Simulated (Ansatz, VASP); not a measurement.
**PtS2: VASP beside Ansatz**

```
S Pt
1.0
     3.54153    0.00000    0.00000
    -1.77076    3.06705    0.00000
     0.00000    0.00000   22.46706
S Pt
4 2
Direct
  0.66667 0.33333 0.20029
  0.33333 0.66667 0.31083
  0.83333 0.66667 0.45371
  0.50000 0.00000 0.56425
  0.00000 0.00000 0.25556
  0.16667 0.33333 0.50898
```

Alike in both runs: task single point; functional PBE; dispersion D3(BJ); k mesh 9 × 9 × 1; occupations gaussian, width 0.05 eV; no spin polarisation.

|  | VASP | Ansatz |
| --- | --- | --- |
| version | VASP 6.6.1 | Ansatz 0.2.0 |
| potentials or method | VASP PAW PBE potentials, release 64 (S, Pt), cutoff 520 eV | scalar-relativistic, plane waves, PAW |
| valence electrons in the cell | 44 | 60 |

Ansatz gave:

| Quantity | Value |
| --- | --- |
| gap on the k mesh at the Fermi level (eV) | 1.33 |
| least direct gap on the mesh (eV) | 1.44 |
| rms of the force components (eV/Å) | 0.033 |

Q: Which values does VASP return?

A: gap on the k mesh at the Fermi level (eV): 1.34; least direct gap on the mesh (eV): 1.45; rms of the force components (eV/Å): 0.034.

VASP's potentials hold 44 valence electrons a cell and Ansatz's 60, so a difference there can come from the potentials and not from the codes.

Spin-orbit coupling is off throughout.
